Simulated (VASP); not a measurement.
# Rb4CdS3 (I-43m) in VASP: relaxation of cell and atoms with PBE

Aim: the relaxation of cell and atoms of Rb4CdS3 with PBE.

Everything below comes from runs of VASP 6.6.1. Logs are shortened: lines on timing, memory, paths and dates and some standing lists are left out, and cuts for length are marked.

## (1) The cell of the first run

It takes space group I-43m (No. 217, cubic). The conventional cell has a = 8.303 Å, b = 8.303 Å, c = 8.303 Å, α = 90.00°, β = 90.00°, γ = 90.00°. Within 3.2 Å of Rb (site symmetry 3m) lie 1 Cd at 2.42 Å. Cd (site symmetry -43m) has 4 Rb at 2.42 Å within 3.2 Å. Within 4.5 Å of S (site symmetry -42m) lie 8 Rb at 3.39 to 4.14 Å and 2 Cd at 4.15 Å and 4 S at 4.15 Å.

The cell was built from a structure type or drawn by symmetry, and may not be a known phase.

## (2) Relaxation of cell and atoms, PBE

INCAR

```
SYSTEM = Rb4CdS3
PREC = Accurate
ENCUT = 600
EDIFF = 1E-6
ISMEAR = 0
SIGMA = 0.15
LREAL = .False.
LASPH = .True.
NELM = 100
ALGO = Normal
ISIF = 3
LWAVE = .False.
LCHARG = .False.
GGA = PE
IBRION = 2
NSW = 36
EDIFFG = -0.08
```

KPOINTS

```
regular mesh
0
Gamma
  2 2 2
  0 0 0
```

POSCAR

```
Rb4CdS3
1.0
   -4.1513555900      4.1513555900      4.1513555900
    4.1513555900     -4.1513555900      4.1513555900
    4.1513555900      4.1513555900     -4.1513555900
Rb Cd S
4 1 3
Direct
    0.6637862300      0.6637862300      0.6637862300
    0.3362137700      0.0000000000      0.0000000000
    0.0000000000      0.3362137700      0.0000000000
    0.0000000000      0.0000000000      0.3362137700
    0.0000000000      0.0000000000      0.0000000000
    0.5000000000      0.5000000000      0.0000000000
    0.5000000000      0.0000000000      0.5000000000
    0.0000000000      0.5000000000      0.5000000000
```

Potentials or basis: VASP PAW PBE potentials, release 64 (Rb_sv, Cd, S).

Launch:

```console
cat potpaw_PBE.64/Rb_sv/POTCAR potpaw_PBE.64/Cd/POTCAR potpaw_PBE.64/S/POTCAR > POTCAR
mpirun -np 1 vasp_std > vasp.out
```

OUTCAR:

```text
SYSTEM = Rb4CdS3
   PREC = Accurate
   ENCUT = 600
   EDIFF = 1E-6
   ISMEAR = 0
   LREAL = .False.
   LASPH = .True.
   NELM = 100
   ISIF = 3
   GGA = PE
   IBRION = 2
   NSW = 36
   EDIFFG = -0.08

 ion  position               nearest neighbor table
   1  0.664  0.664  0.664-   5 2.42   6 3.39   7 3.39   8 3.39   3 3.95   4 3.95   2 3.95   6 4.14
                             7 4.14   8 4.14   3 4.58   2 4.58   2 4.58   3 4.58   4 4.58   4 4.58
   2  0.336  0.000  0.000-   5 2.42   6 3.39   7 3.39   8 3.39   3 3.95   4 3.95   1 3.95   8 4.14
                             7 4.14   6 4.14   1 4.58   4 4.58   1 4.58   4 4.58   3 4.58   3 4.58
   3  0.000  0.336  0.000-   5 2.42   6 3.39   8 3.39   7 3.39   2 3.95   1 3.95   4 3.95   7 4.14
                             6 4.14   8 4.14   1 4.58   4 4.58   1 4.58   4 4.58   2 4.58   2 4.58
   4  0.000  0.000  0.336-   5 2.42   7 3.39   8 3.39   6 3.39   2 3.95   1 3.95   3 3.95   8 4.14
                             7 4.14   6 4.14   3 4.58   2 4.58   2 4.58   3 4.58   1 4.58   1 4.58
   5  0.000  0.000  0.000-   1 2.42   2 2.42   3 2.42   4 2.42   1 4.77   4 4.77   3 4.77   2 4.77

   6  0.500  0.500  0.000-   1 3.39   4 3.39   2 3.39   3 3.39   1 4.14   2 4.14   3 4.14   4 4.14

   7  0.500  0.000  0.500-   1 3.39   3 3.39   2 3.39   4 3.39   3 4.14   2 4.14   1 4.14   4 4.14

   8  0.000  0.500  0.500-   1 3.39   2 3.39   3 3.39   4 3.39   2 4.14   1 4.14   3 4.14   4 4.14

  LATTYP: Found a body centered cubic cell.
 ALAT       =     8.3027111800

  Lattice vectors:

 A1 = (  -4.1513555900,   4.1513555900,   4.1513555900)
 A2 = (   4.1513555900,  -4.1513555900,   4.1513555900)
 A3 = (   4.1513555900,   4.1513555900,  -4.1513555900)

Analysis of symmetry for initial positions (statically):
=====================================================================
 Subroutine PRICEL returns:
 Original cell was already a primitive cell.

 Routine SETGRP: Setting up the symmetry group for a
 body centered cubic supercell.

 Subroutine GETGRP returns: Found 24 space group operations
 (whereof 24 operations were pure point group operations)
 out of a pool of 48 trial point group operations.

The static configuration has the point symmetry T_d .

Analysis of symmetry for dynamics (positions and initial velocities):
=====================================================================
 Subroutine PRICEL returns:
 Original cell was already a primitive cell.

 Routine SETGRP: Setting up the symmetry group for a
 body centered cubic supercell.

 Subroutine GETGRP returns: Found 24 space group operations
 (whereof 24 operations were pure point group operations)
 out of a pool of 48 trial point group operations.

The dynamic configuration has the point symmetry T_d .

 Subroutine INISYM returns: Found 24 space group operations
 (whereof 24 operations are pure point group operations),
 and found     1 'primitive' translations

----------------------------------------------------------------------------------------

                                     Primitive cell

  volume of cell :     286.1738

  direct lattice vectors                    reciprocal lattice vectors
    -4.151355590  4.151355590  4.151355590     0.000000000  0.120442585  0.120442585
     4.151355590 -4.151355590  4.151355590     0.120442585  0.000000000  0.120442585
     4.151355590  4.151355590 -4.151355590     0.120442585  0.120442585  0.000000000

  length of vectors
     7.190358802  7.190358802  7.190358802     0.170331538  0.170331538  0.170331538

  position of ions in fractional coordinates (direct lattice)
     0.663786230  0.663786230  0.663786230
     0.336213770  0.000000000  0.000000000
     0.000000000  0.336213770  0.000000000
     0.000000000  0.000000000  0.336213770
     0.000000000  0.000000000  0.000000000
     0.500000000  0.500000000  0.000000000
     0.500000000  0.000000000  0.500000000
     0.000000000  0.500000000  0.500000000

  ion indices of the primitive-cell ions
   primitive index   ion index
                 1           1
                 2           2
                 3           3
                 4           4
                 5           5
                 6           6
                 7           7
                 8           8

----------------------------------------------------------------------------------------

 KPOINTS: regular mesh

Automatic generation of k-mesh.
 Grid dimensions read from file:
 generate k-points for:    2    2    2

 Generating k-lattice:

  Cartesian coordinates                     Fractional coordinates (reciprocal lattice)
     0.000000000  0.060221293  0.060221293     0.500000000  0.000000000  0.000000000
     0.060221293  0.000000000  0.060221293     0.000000000  0.500000000  0.000000000
     0.060221293  0.060221293  0.000000000     0.000000000  0.000000000  0.500000000

  Length of vectors
     0.085165769  0.085165769  0.085165769

  Shift w.r.t. Gamma in fractional coordinates (k-lattice)
     0.000000000  0.000000000  0.000000000

 Subroutine IBZKPT returns following result:
 ===========================================

 Found      3 irreducible k-points:

 Following reciprocal coordinates:
            Coordinates               Weight
  0.000000  0.000000  0.000000      1.000000
  0.500000  0.000000  0.000000      6.000000
  0.500000  0.500000  0.500000      1.000000
   k-points           NKPTS =      3   k-points in BZ     NKDIM =      3   number of bands    NBANDS=     39
   number of dos      NEDOS =    301   number of ions     NIONS =      8
   total plane-waves  NPLWV = 216000
   dimension x,y,z NGX =    60 NGY =   60 NGZ =   60
   dimension x,y,z NGXF=   120 NGYF=  120 NGZF=  120
   ions per type =               4   1   3
   NGX,Y,Z   is equivalent  to a cutoff of  13.87, 13.87, 13.87 a.u.
   NGXF,Y,Z  is equivalent  to a cutoff of  27.74, 27.74, 27.74 a.u.
 SYSTEM =  Rb4CdS3
   PREC   = accura    normal or accurate (medium, high low for compatibility)
   ISTART =      0    job   : 0-new  1-cont  2-samecut
   ICHARG =      2    charge: 1-file 2-atom 10-const
   ISPIN  =      1    spin polarized calculation?
   LNONCOLLINEAR =      F non collinear calculations
   LSORBIT =      F    spin-orbit coupling
   LASPH  =      T    aspherical Exc in radial PAW
   ENCUT  =  600.0 eV  44.10 Ry    6.64 a.u.  14.36 14.36 14.36*2*pi/ulx,y,z
   NELM   =    100;   NELMIN=  2; NELMDL= -5     # of ELM steps
   EDIFF  = 0.1E-05   stopping-criterion for ELM
   LREAL  =      F    real-space projection
   EDIFFG = -.8E-01   stopping-criterion for IOM
   NSW    =     36    number of steps for IOM
   IBRION =      2    ionic relax: 0-MD 1-quasi-New 2-CG
   NFREE  =      1    steps in history (QN), initial steepest desc. (CG)
   ISIF   =      3    stress and relaxation
   ISYM   =      2    0-nonsym 1-usesym 2-fastsym
   POTIM  = 0.5000    time-step for ionic-motion
   TEBEG  =    0.0;   TEEND  =   0.0 temperature during run
   PSTRESS=    0.0 pullay stress
   NELECT =      66.0000    total number of electrons
   NUPDOWN=      -1.0000    fix difference up-down
   EMIN   =  10.00;   EMAX   =-10.00  energy-range for DOS
   EFERMI =   0.00;   METHOD = LEGACY
   ISMEAR =     0;   SIGMA  =   0.15  broadening in eV -4-tet -1-fermi 0-gaus
   EFERMI_NEDOS =   21; number of points for ismear=-14 and -15
   IALGO  =     38    algorithm
   IMIX   =      4    mixing-type and parameters
     AMIX     =   0.40;   BMIX     =  1.00
     AMIX_MAG =   1.60;   BMIX_MAG =  1.00
  volume/ion in A,a.u.               =      35.77       241.40
  Fermi-wavevector in a.u.,A,eV,Ry     =   1.003952  1.897194 13.713574  1.007919
  Thomas-Fermi vector in A             =   2.136537
   LORBIT       =      0    0 simple, 1 ext, 2 COOP (PROOUT), +10 PAW based schemes
   GGA     = PE    functional components
   LHFCALC =     F    Hartree Fock is set to
   AEXX    =    0.0000 exact exchange contribution
   IVDW    =     0    specifies the selected vdW correction
   LEPSILON=     F    determine dielectric tensor
   LRPA    =     F    only Hartree local field effects (RPA)
 conjugate gradient relaxation of ions
 non-spin polarized calculation
 Gauss-broadening in eV      SIGMA  =   0.15
  energy-cutoff  :      600.00
  volume of cell :      286.17
 maximum number of plane-waves:      9597
 NGX is ok and might be reduce to    60
   NGX = 29   NGY = 29   NGZ = 29

--------------------------------------- Ionic step        1  -------------------------------------------

 number of electron      65.9999998 magnetization

 Free energy of the ion-electron system (eV)
  ---------------------------------------------------
  ext. energy  EPLUGINS =         0.00000000
  ---------------------------------------------------
  free energy    TOTEN  =       -11.83131066 eV

  energy without entropy =      -11.71944231  energy(sigma->0) =      -11.77537649

------------------------ aborting loop because EDIFF is reached ----------------------------------------

  FORCE on cell =-STRESS in cart. coord.  units (eV):
  Direction    XX          YY          ZZ          XY          YZ          ZX
  --------------------------------------------------------------------------------------
  -------------------------------------------------------------------------------------
  Total       15.8695259     15.8695259     15.8695259     -0.0000000      0.0000000     -0.0000000
  in kB       88.8474028     88.8474028     88.8474028     -0.0000000      0.0000000     -0.0000000
  external PRESSURE =      88.8474028 kB  Pullay stress =       0.0000000 kB
[... 107 lines left out ...]
  FREE ENERGIE OF THE ION-ELECTRON SYSTEM (eV)
  ---------------------------------------------------
  free  energy   TOTEN  =       -17.8381279582 eV

  energy  without entropy=      -17.7214989897  energy(sigma->0) =      -17.77981347

 E-fermi :  -0.0491     XC(G=0):  -7.5274

 val. band max:       -0.3810630541   @ k =   0.5000   0.0000   0.0000
 cond. band min:      -0.0279540276   @ k =   0.5000   0.5000   0.5000
 fundamental gap:      0.3531090265
 Fermi energy:        -0.0490848150

 k-point     1 :       0.0000    0.0000    0.0000
  band No.  band energies     occupation
      1     -26.5285      2.00000
      2     -26.5070      2.00000
      3     -26.5070      2.00000
      4     -26.5070      2.00000
      5     -10.9388      2.00000
      6     -10.9388      2.00000
[... 115 lines left out ...]
     38       5.7674      0.00000
     39       5.9946      0.00000

 E-fermi :   2.5102     XC(G=0):  -9.6766

 val. band max:        2.4103801041   @ k =   0.5000   0.0000   0.0000
 cond. band min:       2.5492083105   @ k =   0.5000   0.0000   0.0000
 fundamental gap:      0.1388282064
 Fermi energy:         2.5102451107

 k-point     1 :       0.0000    0.0000    0.0000
  band No.  band energies     occupation
      1     -23.5108      2.00000
      2     -23.3187      2.00000
      3     -23.3187      2.00000
      4     -23.3187      2.00000
      5      -8.7285      2.00000
      6      -8.4034      2.00000
[... 115 lines left out ...]
     38       8.0697      0.00000
     39       8.0697      0.00000

[... ionic steps 4 to 15 ...]

--------------------------------------- Ionic step       16  -------------------------------------------

 number of electron      66.0000002 magnetization

------------------------ aborting loop because EDIFF is reached ----------------------------------------
[... 79 lines left out ...]
--------------------------------------- Ionic step       18  -------------------------------------------

 number of electron      66.0000001 magnetization

 Free energy of the ion-electron system (eV)
  ---------------------------------------------------
  ext. energy  EPLUGINS =         0.00000000
  ---------------------------------------------------
  free energy    TOTEN  =       -20.64763710 eV

  energy without entropy =      -20.53757409  energy(sigma->0) =      -20.59260560

 E-fermi :   0.4161     XC(G=0):  -8.0741

 val. band max:        0.3680400801   @ k =   0.5000   0.5000   0.5000
 cond. band min:       0.4652321754   @ k =   0.5000   0.0000   0.0000
 fundamental gap:      0.0971920953
 Fermi energy:         0.4161183414

 k-point     1 :       0.0000    0.0000    0.0000
  band No.  band energies     occupation
      1     -25.7726      2.00000
      2     -25.7269      2.00000
      3     -25.7269      2.00000
      4     -25.7269      2.00000
      5     -10.1948      2.00000
      6     -10.1948      2.00000
[... 150 lines left out ...]
  FREE ENERGIE OF THE ION-ELECTRON SYSTEM (eV)
  ---------------------------------------------------
  free  energy   TOTEN  =       -20.6476371037 eV

  energy  without entropy=      -20.5375740873  energy(sigma->0) =      -20.59260560

 reached required accuracy - stopping structural energy minimisation
```

It took 17 min on 1 thread of AMD EPYC 7R13 (Zen 3), shared host; peak memory 0.51 GiB.

Results:

```
Free energy                           : -20.6476 eV
Relaxed volume                        : 33.82 Å³/atom
Relaxed cell                          : a = 7.057 Å, b = 7.057 Å, c = 7.057 Å, α = 109.47°, β = 109.47°, γ = 109.47°
Space group after relaxing (to 0.1 Å) : Im-3m (No. 229)
Energy gained by relaxing             : 1102.0 meV/atom
Ionic steps                           : 18
Pressure after relaxing               : 0.1 GPa
Largest force after relaxing          : 0.015 eV/Å
Band gap on the k mesh                : zero (bands 33 and 34 overlap by 0.19 eV)
```

Forces on the atoms (eV/Å):
```
Rb  -0.009 -0.009 -0.009
Rb  -0.009  0.009  0.009
Rb   0.009 -0.009  0.009
Rb   0.009  0.009 -0.009
Cd   0.000  0.000  0.000
S    0.000  0.000  0.000
S    0.000  0.000  0.000
S    0.000  0.000  0.000
```

The path:
```tsv
step	energy change (eV)	largest force (eV/Å)	pressure (GPa)	volume (Å³)
1	0.0000	6.6433	8.88	286.17
2	-5.8954	1.4166	-0.85	376.45
3	-6.0068	1.2154	-1.17	386.90
4	-6.1005	0.8935	-1.64	408.38
5	-6.5816	0.8985	-1.54	381.19
6	-7.7397	0.9347	-0.47	306.93
7	-5.9164	0.8769	14.70	188.63
8	-7.8344	1.0949	0.95	276.79
9	-7.8623	1.1060	2.87	249.82
10	-8.1580	0.8293	2.76	246.47
11	-8.4986	0.2401	3.02	238.17
12	-8.7401	0.1910	1.03	257.80
13	-8.7833	0.1561	-0.22	276.22
14	-8.7857	0.1618	-0.03	272.87
15	-8.7857	0.1631	0.01	272.14
16	-8.7911	0.1482	0.02	271.98
17	-8.8042	0.1035	0.03	271.51
18	-8.8163	0.0154	0.07	270.56
```

Final structure:
```
Rb Cd S
1.0
    -4.07443    4.07443    4.07443
     4.07443   -4.07443    4.07443
     4.07443    4.07443   -4.07443
Rb Cd S
4 1 3
Direct
  0.50127 0.50127 0.50127
  0.49873 0.00000 0.00000
  0.00000 0.49873 0.00000
  0.00000 0.00000 0.49873
  0.00000 0.00000 0.00000
  0.50000 0.50000 0.00000
  0.50000 0.00000 0.50000
  0.00000 0.50000 0.50000
```

Caveat: the k points lie up to 0.55 Å⁻¹ apart in the final cell.
